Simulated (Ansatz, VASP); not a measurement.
# One calculation of K2SiSb3, two programs

```
CELL_PARAMETERS angstrom
3.27087 1.88844 4.82896
-3.27087 1.88844 4.82896
0.00000 -3.77687 4.82896
ATOMIC_POSITIONS crystal
K 0.87641 0.87641 0.87641
K 0.12359 0.12359 0.12359
Si 0.50000 0.50000 0.50000
Sb 0.50000 0.00000 0.50000
Sb 0.50000 0.50000 0.00000
Sb 0.00000 0.50000 0.50000
```

Change from the starting cell: species swapped into the Sm2GeRh3 type (R-3m, No. 166).

Alike in both runs: functional PBE; k mesh 9 × 9 × 9; occupations gaussian, width 0.1 eV; no spin polarisation.

Ansatz relaxed the structure, and its values are those at the end. VASP's run is a single point on that final structure, the one shown.

|  | VASP | Ansatz |
| --- | --- | --- |
| version | VASP 6.6.1 | Ansatz 0.2.0 |
| potentials or method | VASP PAW PBE potentials, release 64 (K_sv, Si, Sb), cutoff 520 eV | scalar-relativistic, plane waves, PAW |
| valence electrons in the cell | 37 | 67 |

```tsv
	VASP	Ansatz	Ansatz less VASP
gap on the k mesh at the Fermi level (eV)	none	none	-
pressure (GPa)	0.0	0.0	-0.02
```

A gap of «none» marks a metal or a gap that the smearing closes. VASP's potentials hold 37 valence electrons a cell and Ansatz's 67, so a difference there can come from the potentials and not from the codes.

Spin-orbit coupling is off throughout.
